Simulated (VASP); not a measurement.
Wanted: the native input for a VASP 6.6.1 run.

| Item | Value |
| --- | --- |
| Task | single point |
| Functional | r2SCAN |
| Potentials or basis | VASP PAW PBE potentials, release 64 (Ga_d, N) |
| Cutoff | 520 eV |
| k mesh | 10 × 10 × 10 |
| Occupations | gaussian, width 0.01 eV |
| Spin | no spin polarisation |
| Dipole correction | no |
| Further INCAR settings | ALGO = Normal; EDIFF = 1e-06; NBANDS = 16 |

GaN:

```
CELL_PARAMETERS angstrom
0.07506 2.09924 2.09924
2.09924 0.07506 2.09924
2.09924 2.09924 0.07506
ATOMIC_POSITIONS crystal
Ga 0.00000 0.00000 0.00000
N 0.50000 0.50000 0.50000
```

This cell differs from its parent crystal: epitaxial 111 strain -4.0%.

The input as run:

POSCAR

```
GaN
1.0
    0.0750611330      2.0992357579      2.0992357579
    2.0992357579      0.0750611330      2.0992357579
    2.0992357579      2.0992357579      0.0750611330
Ga N
1 1
Direct
    0.0000000000      0.0000000000      0.0000000000
    0.5000000000      0.5000000000      0.5000000000
```

INCAR.step1

```
SYSTEM = GaN
PREC     = Accurate       ! precision mode
ENCUT    = 520            ! plane-wave cutoff, eV
ISMEAR   = 0              ! smearing method
SIGMA    = 0.01           ! smearing width, eV
LREAL    = .False.        ! projectors in reciprocal space
LASPH    = .True.         ! aspherical terms in the spheres
NELM     = 80             ! most SCF steps
NBANDS   = 16             ! bands
GGA      = PE             ! functional
ALGO     = Normal         ! electronic algorithm
EDIFF    = 1E-4           ! SCF threshold, eV
LWAVE    = .True.         ! write WAVECAR
LCHARG   = .False.        ! write CHGCAR
```

INCAR.step2

```
SYSTEM = GaN
PREC     = Accurate       ! precision mode
ENCUT    = 520            ! plane-wave cutoff, eV
EDIFF    = 1E-6           ! SCF threshold, eV
ISMEAR   = 0              ! smearing method
SIGMA    = 0.01           ! smearing width, eV
LREAL    = .False.        ! projectors in reciprocal space
LASPH    = .True.         ! aspherical terms in the spheres
NELM     = 80             ! most SCF steps
ALGO     = Normal         ! electronic algorithm
ISIF     = 2              ! what is computed and relaxed
LWAVE    = .False.        ! write WAVECAR
LCHARG   = .True.         ! write CHGCAR
METAGGA  = R2SCAN         ! meta-GGA
LMIXTAU  = .True.       
LELF     = .True.         ! ELF
LVHAR    = .True.       
NBANDS   = 16             ! bands
ISTART   = 1
```

KPOINTS

```
regular mesh
0
Gamma
  10 10 10
  0 0 0
```

Potentials or basis: VASP PAW PBE potentials, release 64 (Ga_d, N).

Launch:

```console
$ cat potpaw_PBE.64/Ga_d/POTCAR potpaw_PBE.64/N/POTCAR > POTCAR
$ cp INCAR.step1 INCAR
$ mpirun -np 1 vasp_std > vasp.out
$ cp INCAR.step2 INCAR
$ mpirun -np 1 vasp_std > vasp.out
```

It gave:

```
Pressure               : 21.1 GPa
Band gap on the k mesh : 1.40 eV (least direct gap 3.97 eV)
```

Caveat: the cell differs from its parent crystal (epitaxial 111 strain -4.0%); the cell stands under pressure; the PAW data sets were made with another functional, which shifts forces and pressure a little.

It took 2.3 min on 1 thread of Intel Xeon 8259CL, on a shared host, peak memory 0.17 GiB.
